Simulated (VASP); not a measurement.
Wanted: the native input for a VASP 6.6.1 run.

| Quantity | Value |
| --- | --- |
| Task | single point |
| Functional | revPBE |
| Potentials or basis | VASP PAW PBE potentials, release 64 (Lu) |
| Cutoff | 520 eV |
| k mesh | 11 × 11 × 11 |
| Occupations | fermi-dirac, width 0.1 eV |
| Spin | no spin polarisation |
| Dipole correction | no |
| Further INCAR settings | ALGO = Normal; EDIFF = 1e-06; NBANDS = 18 |

The structure of Lu lies in POSCAR:

```
Lu
1.0
    3.2511275064      0.0000000000      0.0000000000
    0.0000000000      3.2511275064      0.0000000000
    0.0000000000      0.0000000000      3.2511275064
Lu
1
Direct
    0.0000000000      0.0000000000      0.0000000000
```

This isn't the form of Lu at room conditions, which is hcp.

The input as run:

INCAR

```
SYSTEM = Lu
PREC     = Accurate       ! precision mode
ENCUT    = 520            ! plane-wave cutoff, eV
EDIFF    = 1E-6           ! SCF threshold, eV
ISMEAR   = -1             ! smearing method
SIGMA    = 0.1            ! smearing width, eV
LREAL    = .FALSE.        ! projectors in reciprocal space
LASPH    = .TRUE.         ! aspherical terms in the spheres
NELM     = 100            ! most SCF steps
ALGO     = Normal         ! electronic algorithm
ISIF     = 2              ! what is computed and relaxed
LWAVE    = .FALSE.        ! write WAVECAR
LCHARG   = .FALSE.        ! write CHGCAR
GGA      = RE             ! functional
NBANDS   = 18             ! bands
```

KPOINTS

```
regular mesh
0
G
  11 11 11
  0 0 0
```

Potentials or basis: VASP PAW PBE potentials, release 64 (Lu).

Command:

```sh
$ cat potpaw_PBE.64/Lu/POTCAR > POTCAR
$ mpirun -np 1 vasp_std > vasp.out
```

It gave:

```yaml
Pressure: 0.0 GPa
Band_gap_on_the_k_mesh: zero (an odd number of electrons rules out a gap without spin polarisation)
```

Caveat: the PAW data sets were made with another functional, which shifts forces and pressure a little; spin-orbit coupling is left out, which moves the levels of the heavy elements.

Run time: 9.3 s on 1 thread of Intel(R) Xeon(R) 6975P-C (Granite Rapids), on a shared host, peak memory 0.16 GiB.
